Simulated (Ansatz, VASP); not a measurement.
## WSe2 in VASP and in Ansatz

Contents of INCAR:

```
ALGO = Normal
EDIFF = 1E-6
EDIFFG = -0.008
ENCUT = 520
GGA = PS
IBRION = 2
ISIF = 2
ISMEAR = 0
LASPH = True
LCHARG = False
LREAL = False
LWAVE = False
NELM = 60
NSW = 60
PREC = Accurate
SIGMA = 0.02
```

KPOINTS

```
k-points
0
Gamma
  12 12 2
```

Contents of POSCAR:

```
WSe2
1.0
    3.2702526708      0.0000000000      0.0000000000
   -1.6351263354      2.8321218897      0.0000000000
    0.0000000000      0.0000000000     15.6615438692
W Se
1 2
Direct
    0.0000000000      0.0000000000      0.0000000000
    0.3333333333      0.6666666667      0.1045949300
    0.3333333333      0.6666666667      0.8954050700
```

Input for Ansatz:

```yaml
crystal:
  lattice:
    - [3.2702526708, 0.0, 0.0]
    - [-1.6351263354, 2.8321218897, 0.0]
    - [0.0, 0.0, 15.6615438692]
  atoms:
    - { symbol: W, position: [0.0, 0.0, 0.0] }
    - { symbol: Se, position: [0.3333333333, 0.6666666667, 0.10459493] }
    - { symbol: Se, position: [0.3333333333, 0.6666666667, 0.89540507] }
basis:
  ecutwfc: 420
kpoints:
  mp_grid: { grid: [12, 12, 2] }
hamiltonian:
  xc: pbesol
scf:
  occupations: { method: gaussian, width: 0.02 }
output:
  forces: true
  stress: true
  eigenvalues: true
relax:
  adjacent_minimum: "off"
  f_tol: 0.008
  max_steps: 40
```

Change from the starting cell: strain along c alone, the other axes held, atoms relaxed: -6.0 %.

Alike in both runs: task relaxation of the atoms; functional PBEsol; k mesh 12 × 12 × 2; occupations gaussian, width 0.02 eV; no spin polarisation.

|  | VASP | Ansatz |
| --- | --- | --- |
| version | VASP 6.6.1 | Ansatz 0.2.0 |
| potentials or method | VASP PAW PBE potentials, release 64 (W_sv, Se), cutoff 520 eV | scalar-relativistic, plane waves, PAW |
| valence electrons in the cell | 26 | 46 |

```csv
,VASP,Ansatz,Ansatz less VASP
"gap on the k mesh at the Fermi level, each at its own relaxed structure (eV)",1.68,1.69,+0.010
```

VASP's potentials were made for PBE, not for PBEsol. VASP's potentials hold 26 valence electrons a cell and Ansatz's 46, so a difference there can come from the potentials and not from the codes. Ansatz's warnings: stress scf threshold loose.

Spin-orbit coupling is off throughout.
